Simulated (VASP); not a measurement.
Crystal: PbS.

```
Pb S
1.0
     4.06207    0.00000    0.00000
    -2.03104    3.51786    0.00000
     0.00000    0.00000    6.63336
Pb S
2 2
Direct
  0.33333 0.66667 0.00000
  0.66667 0.33333 0.50000
  0.33333 0.66667 0.37500
  0.66667 0.33333 0.87500
```

```yaml
Program: VASP 6.6.1
Task: relaxation of cell and atoms
Functional: PBE
Potentials_or_basis: VASP PAW PBE potentials, release 64 (Pb_d, S)
Cutoff: 600 eV
k_mesh: 6 × 6 × 4
Occupations: fermi-dirac, width 0.02 eV
Spin: no spin polarisation
```

At the start: pressure 35.4 GPa; volume 23.70 Å³/atom.

Question: Where does the relaxation end?

Answer: Over 51 steps the energy falls by 1040.7 meV/atom and the volume is 32.99 Å³/atom (+39.2 %); space group P6_3mc (No. 186, to 0.05 Å).

The path:
```
step  energy change (eV)  largest force (eV/Å)  pressure (GPa)  volume (Å³)
   1              0.0000                0.0889           35.41        94.79
   3             -3.9085                0.0450            0.24       144.20
   5             -3.9113                0.0536           -0.09       145.53
   7             -3.9305                0.1647           -0.06       145.26
   9             -3.8335                1.1857            1.13       141.80
  11             -3.9423                0.4698            0.14       144.41
  13             -3.9474                0.4862            0.09       144.43
  15             -3.9619                0.5650           -0.09       144.43
  17             -3.9620                0.6193           -0.14       144.36
  19             -4.0176                0.4398           -0.75       144.07
  21             -4.0887                0.2105           -1.09       140.52
  23             -4.1499                0.1089            0.57       131.94
  25             -4.1563                0.0319           -0.01       133.37
  27             -4.1579                0.0317           -0.20       133.74
  29             -4.1592                0.0385            0.06       132.71
  31             -4.1598                0.0347            0.13       132.37
  33             -4.1609                0.0077            0.28       131.31
  35             -4.1620                0.0060            0.02       132.16
  37             -4.1622                0.0054           -0.05       132.33
  39             -4.1623                0.0064            0.02       132.11
  41             -4.1623                0.0056            0.01       132.10
  43             -4.1624                0.0045           -0.01       132.16
  45             -4.1624                0.0035           -0.05       132.27
  47             -4.1625                0.0034           -0.03       132.19
  49             -4.1625                0.0033            0.01       132.02
  51             -4.1626                0.0020            0.01       131.98
```

Final structure:
```
CELL_PARAMETERS angstrom
5.02305 0.00000 0.00000
-2.51153 4.35009 0.00000
0.00000 0.00000 6.03987
ATOMIC_POSITIONS crystal
Pb 0.33333 0.66667 0.94042
Pb 0.66667 0.33333 0.44042
S 0.33333 0.66667 0.43458
S 0.66667 0.33333 0.93458
```

Caveat: the volume moved by over 15 % at a fixed basis, so the end points are rough.
